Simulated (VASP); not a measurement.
The system is Na2HF.

```
Na H F
1.0
     3.51865    0.00000    0.00000
    -1.75932    3.04724    0.00000
     0.00000    0.00000    5.76591
Na H F
2 1 1
Direct
  0.66667 0.33333 0.29512
  0.66667 0.33333 0.70488
  0.00000 0.00000 0.00000
  0.33333 0.66667 0.50000
```

| Property | Result |
| --- | --- |
| Program | VASP 6.6.1 |
| Task | relaxation of cell and atoms |
| Functional | PBE |
| Potentials or basis | VASP PAW PBE potentials, release 64 (Na_sv, H, F) |
| Cutoff | 970 eV |
| k mesh | 6 × 6 × 4 |
| Occupations | gaussian, width 0.1 eV |
| Spin | no spin polarisation |

At the start: pressure -2.0 GPa; volume 15.46 Å³/atom.

**Question.** How do energy, volume and symmetry change on relaxing?

**Answer.** Over 6 steps the energy falls by 122.0 meV/atom and the volume is 13.37 Å³/atom (-13.5 %); space group P-6m2 (No. 187, to 0.1 Å) before and after.

Step by step:
```csv
step,energy change (eV),largest force (eV/Å),pressure (GPa),volume (Å³)
1,0.0000,1.5677,-1.97,61.82
2,-0.2455,1.0333,-2.09,60.12
3,-0.4703,0.0224,-1.71,56.52
4,-0.4707,0.0639,-1.68,56.38
5,-0.4854,0.0398,-0.66,54.55
6,-0.4879,0.0233,0.01,53.49
```

Final structure:
```
Na H F
1.0
     3.27409    0.00000    0.00000
    -1.63704    2.83544    0.00000
     0.00000    0.00000    5.76178
Na H F
2 1 1
Direct
  0.66667 0.33333 0.25281
  0.66667 0.33333 0.74719
  0.00000 0.00000 0.00000
  0.33333 0.66667 0.50000
```
